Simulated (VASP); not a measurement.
# ZnS (F-43m) in VASP: a series of runs

ZnS is run at these levels: PBE, LDA, r2SCAN; tasks: single point.

Program: VASP 6.6.1. These are calculated values, not measurements. Logs are shortened: lines on timing, memory, paths and dates and some standing lists are left out, and cuts for length are marked.

## (1) The cell of the first run

It takes space group F-43m (No. 216, cubic). The conventional cell has a = 5.409 Å, b = 5.409 Å, c = 5.409 Å, α = 90.00°, β = 90.00°, γ = 90.00°. Zn (site symmetry -43m) has 4 S at 2.34 Å within 3.1 Å. Within 3.1 Å of S (site symmetry -43m) lie 4 Zn at 2.34 Å.

## (2) Single point, PBE

Contents of INCAR:

```
PREC     = Accurate       # precision mode
ENCUT    = 520            # plane-wave cutoff, eV
EDIFF    = 1E-6           # SCF threshold, eV
ISMEAR   = 0              # smearing method
SIGMA    = 0.03           # smearing width, eV
LREAL    = False          # projectors in reciprocal space
LASPH    = True           # aspherical terms in the spheres
NELM     = 100            # most SCF steps
ALGO     = Normal         # electronic algorithm
ISIF     = 2              # what is computed and relaxed
LWAVE    = False          # write WAVECAR
LCHARG   = False          # write CHGCAR
GGA      = PE             # functional
NBANDS   = 16             # bands
```

Contents of KPOINTS:

```
Automatic mesh
0
Gamma
  10 10 10
```

Contents of POSCAR:

```
ZnS
1.0
    0.0000000000      2.7045000000      2.7045000000
    2.7045000000      0.0000000000      2.7045000000
    2.7045000000      2.7045000000      0.0000000000
Zn S
1 1
Direct
    0.0000000000      0.0000000000      0.0000000000
    0.2500000000      0.2500000000      0.2500000000
```

Potentials or basis: VASP PAW PBE potentials, release 64 (Zn, S).

The run is started by

```console
cat potpaw_PBE.64/Zn/POTCAR potpaw_PBE.64/S/POTCAR > POTCAR
mpirun -np 1 vasp_std > vasp.out
```

OUTCAR:

```text
PREC = Accurate
   ENCUT = 520
   EDIFF = 1E-6
   ISMEAR = 0
   LREAL = False
   LASPH = True
   NELM = 100
   ISIF = 2
   GGA = PE

 ion  position               nearest neighbor table
   1  0.000  0.000  0.000-   2 2.34   2 2.34   2 2.34   2 2.34
   2  0.250  0.250  0.250-   1 2.34   1 2.34   1 2.34   1 2.34

  LATTYP: Found a face centered cubic cell.
 ALAT       =     5.4090000000

  Lattice vectors:

 A1 = (   0.0000000000,   2.7045000000,   2.7045000000)
 A2 = (   2.7045000000,   0.0000000000,   2.7045000000)
 A3 = (   2.7045000000,   2.7045000000,   0.0000000000)

Analysis of symmetry for initial positions (statically):
=====================================================================
 Subroutine PRICEL returns:
 Original cell was already a primitive cell.

 Routine SETGRP: Setting up the symmetry group for a
 face centered cubic supercell.

 Subroutine GETGRP returns: Found 24 space group operations
 (whereof 24 operations were pure point group operations)
 out of a pool of 48 trial point group operations.

The static configuration has the point symmetry T_d .

Analysis of symmetry for dynamics (positions and initial velocities):
=====================================================================
 Subroutine PRICEL returns:
 Original cell was already a primitive cell.

 Routine SETGRP: Setting up the symmetry group for a
 face centered cubic supercell.

 Subroutine GETGRP returns: Found 24 space group operations
 (whereof 24 operations were pure point group operations)
 out of a pool of 48 trial point group operations.

The dynamic configuration has the point symmetry T_d .

 Subroutine INISYM returns: Found 24 space group operations
 (whereof 24 operations are pure point group operations),
 and found     1 'primitive' translations

----------------------------------------------------------------------------------------

                                     Primitive cell

  volume of cell :      39.5632

  direct lattice vectors                    reciprocal lattice vectors
     0.000000000  2.704500000  2.704500000    -0.184877057  0.184877057  0.184877057
     2.704500000  0.000000000  2.704500000     0.184877057 -0.184877057  0.184877057
     2.704500000  2.704500000  0.000000000     0.184877057  0.184877057 -0.184877057

  length of vectors
     3.824740579  3.824740579  3.824740579     0.320216455  0.320216455  0.320216455

  position of ions in fractional coordinates (direct lattice)
     0.000000000  0.000000000  0.000000000
     0.250000000  0.250000000  0.250000000

  ion indices of the primitive-cell ions
   primitive index   ion index
                 1           1
                 2           2

----------------------------------------------------------------------------------------

 KPOINTS: Automatic mesh

Automatic generation of k-mesh.
 Grid dimensions read from file:
 generate k-points for:   10   10   10

 Generating k-lattice:

  Cartesian coordinates                     Fractional coordinates (reciprocal lattice)
    -0.018487706  0.018487706  0.018487706     0.100000000  0.000000000  0.000000000
     0.018487706 -0.018487706  0.018487706     0.000000000  0.100000000  0.000000000
     0.018487706  0.018487706 -0.018487706     0.000000000  0.000000000  0.100000000

  Length of vectors
     0.032021646  0.032021646  0.032021646

  Shift w.r.t. Gamma in fractional coordinates (k-lattice)
     0.000000000  0.000000000  0.000000000

 Subroutine IBZKPT returns following result:
 ===========================================

 Found     47 irreducible k-points:

 Following reciprocal coordinates:
            Coordinates               Weight
  0.000000  0.000000  0.000000      1.000000
  0.100000  0.000000  0.000000      8.000000
  0.200000  0.000000  0.000000      8.000000
  0.300000  0.000000  0.000000      8.000000
  0.400000  0.000000  0.000000      8.000000
  0.500000  0.000000  0.000000      4.000000
[... 16 lines left out ...]
  0.300000  0.300000  0.000000      6.000000
  0.400000  0.300000  0.000000     24.000000
 [... further k-points ...]
   k-points           NKPTS =     47   k-points in BZ     NKDIM =     47   number of bands    NBANDS=     16
   number of dos      NEDOS =    301   number of ions     NIONS =      2
   total plane-waves  NPLWV =  21952
   dimension x,y,z NGX =    28 NGY =   28 NGZ =   28
   dimension x,y,z NGXF=    56 NGYF=   56 NGZF=   56
   ions per type =               1   1
   NGX,Y,Z   is equivalent  to a cutoff of  12.17, 12.17, 12.17 a.u.
   NGXF,Y,Z  is equivalent  to a cutoff of  24.34, 24.34, 24.34 a.u.
 SYSTEM =  unknown system
   PREC   = accura    normal or accurate (medium, high low for compatibility)
   ISTART =      0    job   : 0-new  1-cont  2-samecut
   ICHARG =      2    charge: 1-file 2-atom 10-const
   ISPIN  =      1    spin polarized calculation?
   LNONCOLLINEAR =      F non collinear calculations
   LSORBIT =      F    spin-orbit coupling
   LASPH  =      T    aspherical Exc in radial PAW
   ENCUT  =  520.0 eV  38.22 Ry    6.18 a.u.   7.11  7.11  7.11*2*pi/ulx,y,z
   NELM   =    100;   NELMIN=  2; NELMDL= -5     # of ELM steps
   EDIFF  = 0.1E-05   stopping-criterion for ELM
   LREAL  =      F    real-space projection
   EDIFFG = 0.1E-04   stopping-criterion for IOM
   NSW    =      0    number of steps for IOM
   IBRION =     -1    ionic relax: 0-MD 1-quasi-New 2-CG
   NFREE  =      0    steps in history (QN), initial steepest desc. (CG)
   ISIF   =      2    stress and relaxation
   ISYM   =      2    0-nonsym 1-usesym 2-fastsym
   POTIM  = 0.5000    time-step for ionic-motion
   TEBEG  =    0.0;   TEEND  =   0.0 temperature during run
   PSTRESS=    0.0 pullay stress
   NELECT =      18.0000    total number of electrons
   NUPDOWN=      -1.0000    fix difference up-down
   EMIN   =  10.00;   EMAX   =-10.00  energy-range for DOS
   EFERMI =   0.00;   METHOD = LEGACY
   ISMEAR =     0;   SIGMA  =   0.03  broadening in eV -4-tet -1-fermi 0-gaus
   EFERMI_NEDOS =   21; number of points for ismear=-14 and -15
   IALGO  =     38    algorithm
   IMIX   =      4    mixing-type and parameters
     AMIX     =   0.40;   BMIX     =  1.00
     AMIX_MAG =   1.60;   BMIX_MAG =  1.00
  volume/ion in A,a.u.               =      19.78       133.49
  Fermi-wavevector in a.u.,A,eV,Ry     =   1.259125  2.379400 21.570603  1.585395
  Thomas-Fermi vector in A             =   2.392700
   LORBIT       =      0    0 simple, 1 ext, 2 COOP (PROOUT), +10 PAW based schemes
   GGA     = PE    functional components
   LHFCALC =     F    Hartree Fock is set to
   AEXX    =    0.0000 exact exchange contribution
   IVDW    =     0    specifies the selected vdW correction
   LEPSILON=     F    determine dielectric tensor
   LRPA    =     F    only Hartree local field effects (RPA)
 non-spin polarized calculation
 Gauss-broadening in eV      SIGMA  =   0.03
  energy-cutoff  :      520.00
  volume of cell :       39.56
 maximum number of plane-waves:      1090
   NGX = 15   NGY = 15   NGZ = 15

 number of electron      17.9999998 magnetization

 Free energy of the ion-electron system (eV)
  ---------------------------------------------------
  ext. energy  EPLUGINS =         0.00000000
  ---------------------------------------------------
  free energy    TOTEN  =        -6.84846630 eV

  energy without entropy =       -6.84846630  energy(sigma->0) =       -6.84846630

 E-fermi :   2.2212     XC(G=0):  -9.6173

 val. band max:        2.0808166120   @ k =   0.0000   0.0000   0.0000
 cond. band min:       4.1828161422   @ k =   0.0000   0.0000   0.0000
 fundamental gap:      2.1019995303
 Fermi energy:         2.2212166257

 k-point     1 :       0.0000    0.0000    0.0000
  band No.  band energies     occupation
      1     -11.0401      2.00000
      2      -4.2472      2.00000
      3      -4.2471      2.00000
      4      -4.2471      2.00000
      5      -3.7522      2.00000
      6      -3.7522      2.00000
[... 8 lines left out ...]
     15      13.8406      0.00000
     16      13.9359      0.00000

 k-point     2 :       0.1000    0.0000    0.0000
  band No.  band energies     occupation
      1     -10.9649      2.00000
      2      -4.2471      2.00000
      3      -4.2334      2.00000
      4      -4.2334      2.00000
      5      -3.7535      2.00000
      6      -3.7535      2.00000
[... 8 lines left out ...]
     15      13.3999      0.00000
     16      14.5241      0.00000

 k-point     3 :       0.2000    0.0000    0.0000
  band No.  band energies     occupation
      1     -10.7575      2.00000
      2      -4.2289      2.00000
      3      -4.1995      2.00000
      4      -4.1995      2.00000
      5      -3.7535      2.00000
      6      -3.7535      2.00000
[... 8 lines left out ...]
     15      12.9830      0.00000
     16      14.5990      0.00000

 k-point     4 :       0.3000    0.0000    0.0000
  band No.  band energies     occupation
      1     -10.4759      2.00000
      2      -4.1633      2.00000
      3      -4.1632      2.00000
      4      -4.1402      2.00000
      5      -3.7453      2.00000
      6      -3.7453      2.00000
[... 8 lines left out ...]
     15      13.3493      0.00000
     16      14.0347      0.00000
[... 324 lines left out ...]
 k-point    22 :      -0.2000    0.2000    0.0000
  band No.  band energies     occupation
      1     -10.3805      2.00000
      2      -4.1470      2.00000
      3      -4.1391      2.00000
      4      -4.1223      2.00000
      5      -3.7735      2.00000
      6      -3.7147      2.00000
[... 8 lines left out ...]
     15      14.9500      0.00000
     16      16.6621      0.00000

 k-point    23 :       0.3000    0.3000    0.0000
  band No.  band energies     occupation
      1     -10.2867      2.00000
      2      -4.2953      2.00000
      3      -4.0478      2.00000
      4      -4.0478      2.00000
      5      -3.7822      2.00000
      6      -3.7032      2.00000
[... 8 lines left out ...]
     15      14.9100      0.00000
     16      18.7299      0.00000

 k-point    24 :       0.4000    0.3000    0.0000
  band No.  band energies     occupation
      1     -10.0864      2.00000
      2      -4.2607      2.00000
      3      -4.0032      2.00000
      4      -3.9939      2.00000
      5      -3.7272      2.00000
      6      -3.6956      2.00000
[... 8 lines left out ...]
     15      15.4476      0.00000
     16      17.9163      0.00000

 [... further k-points ...]
[... 5 lines left out ...]
  --------------------------------------------------------------------------------------
  -------------------------------------------------------------------------------------
  Total        0.3818156      0.3818156      0.3818156      0.0000000      0.0000000     -0.0000000
  in kB       15.4622721     15.4622721     15.4622721      0.0000000      0.0000000     -0.0000000
  external PRESSURE =      15.4622721 kB  Pullay stress =       0.0000000 kB

 VOLUME and BASIS-vectors are now :
 -----------------------------------------------------------------------------
  energy-cutoff  :      520.00
  volume of cell :       39.56
      direct lattice vectors                 reciprocal lattice vectors
     0.000000000  2.704500000  2.704500000    -0.184877057  0.184877057  0.184877057
     2.704500000  0.000000000  2.704500000     0.184877057 -0.184877057  0.184877057
     2.704500000  2.704500000  0.000000000     0.184877057  0.184877057 -0.184877057

 POSITION                                       TOTAL-FORCE (eV/Angst)
 -----------------------------------------------------------------------------------
      0.00000      0.00000      0.00000        -0.000000     -0.000000     -0.000000
      1.35225      1.35225      1.35225         0.000000      0.000000      0.000000
 -----------------------------------------------------------------------------------
    total drift:                                0.000001      0.000001      0.000001

  FREE ENERGIE OF THE ION-ELECTRON SYSTEM (eV)
  ---------------------------------------------------
  free  energy   TOTEN  =        -6.8484663048 eV

  energy  without entropy=       -6.8484663048  energy(sigma->0) =       -6.84846630
```

Wall time 37 s (1 thread of Intel Xeon 8259CL, shared host); peak memory 0.17 GiB.

What came out:

- Free energy: -6.8485 eV
- Pressure: 1.5 GPa
- Band gap on the k mesh: 2.10 eV, direct

Levels at points of the mesh, in eV from the valence-band top:
```
           k point  band 6  band 7  band 8  band 9  band 10  band 11  band 12  band 13
(0.00, 0.00, 0.00)   -5.83    0.00    0.00    0.00     2.10     6.40     6.40     6.40
(0.50, 0.00, 0.00)   -5.63   -5.27   -0.86   -0.86     3.31     6.93     6.93     8.87
(0.50, 0.50, 0.00)   -5.62   -4.55   -2.21   -2.21     3.41     4.07    10.96    11.95
```

## (3) Single point, LDA

Contents of INCAR:

```
PREC     = Accurate       # precision mode
ENCUT    = 520            # plane-wave cutoff, eV
EDIFF    = 1E-6           # SCF threshold, eV
ISMEAR   = 0              # smearing method
SIGMA    = 0.03           # smearing width, eV
LREAL    = F              # projectors in reciprocal space
LASPH    = T              # aspherical terms in the spheres
NELM     = 80             # most SCF steps
ALGO     = Normal         # electronic algorithm
ISIF     = 2              # what is computed and relaxed
LWAVE    = F              # write WAVECAR
LCHARG   = F              # write CHGCAR
GGA      = CA             # functional
NBANDS   = 16             # bands
```

Contents of KPOINTS:

```
regular mesh
0
Gamma
  10 10 10
```

POSCAR is that of step 2.

Potentials or basis: VASP PAW LDA potentials, release 64 (Zn, S).

The run is started by

```console
cat potpaw_LDA.64/Zn/POTCAR potpaw_LDA.64/S/POTCAR > POTCAR
mpirun -np 1 vasp_std > vasp.out
```

Run time: 32 s. Hardware: 1 thread of Intel Xeon 8259CL, shared host; peak memory 0.15 GiB.

The run converged. Its results:

```yaml
Free_energy: -8.1741 eV
Pressure: -4.5 GPa
Band_gap_on_the_k_mesh: 1.88 eV, direct
```

Levels at points of the mesh, in eV from the valence-band top:
```tsv
k point	band 7	band 8	band 9	band 10	band 11	band 12
(0.00, 0.00, 0.00)	0.00	0.00	0.00	1.88	6.26	6.26
(0.50, 0.00, 0.00)	-5.36	-0.87	-0.87	3.11	6.79	6.79
(0.50, 0.50, 0.00)	-4.65	-2.24	-2.24	3.20	3.90	10.70
```

(Continued in part 2 of 2.)
